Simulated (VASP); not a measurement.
Wanted: the native input for a VASP 6.6.1 run.

```
Task                   : single point
Functional             : PBE
Potentials or basis    : VASP PAW PBE potentials, release 64 (Cr_pv, Ni)
Cutoff                 : 520 eV
k mesh                 : 6 × 6 × 6
Occupations            : gaussian, width 0.1 eV
Spin                   : no spin polarisation
Dipole correction      : no
Further INCAR settings : ALGO = Fast; EDIFF = 1e-06; NBANDS = 18
```

The structure of CrNi lies in POSCAR:

```
CrNi
1.0
    1.2444927944      0.7185082499      4.1478027932
   -1.2444927944      0.7185082499      4.1478027932
    0.0000000000     -1.4370164998      4.1478027932
Cr Ni
1 1
Direct
    0.6500000000      0.0760000000      0.4530000000
    1.1500000000      0.5760000000      0.9530000000
```

These files were run (other wordings do the same):

INCAR

```
SYSTEM = CrNi
ALGO     = Fast           ! electronic algorithm
EDIFF    = 1E-6           ! SCF threshold, eV
ENCUT    = 520            ! plane-wave cutoff, eV
GGA      = PE             ! functional
ISIF     = 2              ! what is computed and relaxed
ISMEAR   = 0              ! smearing method
LASPH    = .True.         ! aspherical terms in the spheres
LCHARG   = .False.        ! write CHGCAR
LREAL    = .False.        ! projectors in reciprocal space
LWAVE    = .False.        ! write WAVECAR
NBANDS   = 18             ! bands
NELM     = 100            ! most SCF steps
PREC     = Accurate       ! precision mode
SIGMA    = 0.1            ! smearing width, eV
```

KPOINTS

```
k-points
0
Gamma
  6 6 6
  0 0 0
```

Potentials or basis: VASP PAW PBE potentials, release 64 (Cr_pv, Ni).

The run is started by

```console
$ cat potpaw_PBE.64/Cr_pv/POTCAR potpaw_PBE.64/Ni/POTCAR > POTCAR
$ mpirun -np 1 vasp_std > vasp.out
```

It gave:

| Property | Result |
| --- | --- |
| Pressure | 1.6 GPa |
| Band gap on the k mesh | zero (band 11 reaches 10.62 eV, above the bottom of band 12 at 9.68 eV) |

Caveat: the k points lie up to 0.49 Å⁻¹ apart; the run has no spin polarisation, though such a crystal can be magnetic.

Wall time 46 s on 1 thread of AMD EPYC 7R13 Processor (Zen 3), on a shared host, peak memory 0.18 GiB.
